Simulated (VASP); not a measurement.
Write the native input for VASP 6.6.1 that does the following.

| Item | Value |
| --- | --- |
| Task | relaxation of cell and atoms |
| Functional | LDA |
| Potentials or basis | VASP PAW LDA potentials, release 64 (Re) |
| Cutoff | 600 eV |
| k mesh | 16 × 16 × 16 |
| Occupations | fermi-dirac, width 0.08 eV |
| Spin | no spin polarisation |
| Target pressure | 140 GPa |
| Dipole correction | no |
| Further INCAR settings | ALGO = Normal; EDIFF = 1e-07; IBRION = 2; EDIFFG = -0.005; NSW = 60; ISIF = 3 |

The structure of Re lies in POSCAR:

```
Re
1.0
    2.2984585701      0.0000000000      0.0000000000
    0.0000000000      2.2984585701      0.0000000000
    0.0000000000      0.0000000000      2.2984585701
Re
1
Direct
    0.0000000000      0.0000000000      0.0000000000
```

This isn't the form of Re at room conditions, which is hcp.

The input as run:

INCAR

```
PREC = Accurate
ENCUT = 600
EDIFF = 1E-7
ISMEAR = -1
SIGMA = 0.08
LREAL = False
LASPH = True
NELM = 80
ALGO = Normal
ISIF = 3
LWAVE = False
LCHARG = False
IBRION = 2
NSW = 60
EDIFFG = -0.005
PSTRESS = 1400.0
```

KPOINTS

```
Automatic mesh
0
Gamma
  16 16 16
```

Potentials or basis: VASP PAW LDA potentials, release 64 (Re).

The run is started by

```sh
$ cat potpaw_LDA.64/Re/POTCAR > POTCAR
$ mpirun -np 1 vasp_std > vasp.out
```

It gave:

```
Relaxed volume                                             : 12.46 Å³/atom
Relaxed cell                                               : a = 2.319 Å, b = 2.319 Å, c = 2.319 Å, α = 90.00°, β = 90.00°, γ = 90.00°
Space group after relaxing (to 0.1 Å)                      : Pm-3m (No. 221)
Energy change on relaxing (the run minimises the enthalpy) : -302.1 meV/atom
Ionic steps                                                : 4
Pressure after relaxing                                    : 140.0 GPa
Band gap on the k mesh                                     : zero (an odd number of electrons rules out a gap without spin polarisation)
```

Caveat: the cell is relaxed towards a set pressure, so the run minimises the enthalpy, not the energy; spin-orbit coupling is left out, which moves the levels of the heavy elements.

Wall time 60 s on 1 thread of Intel Xeon 8259CL, on a shared host, peak memory 0.14 GiB.
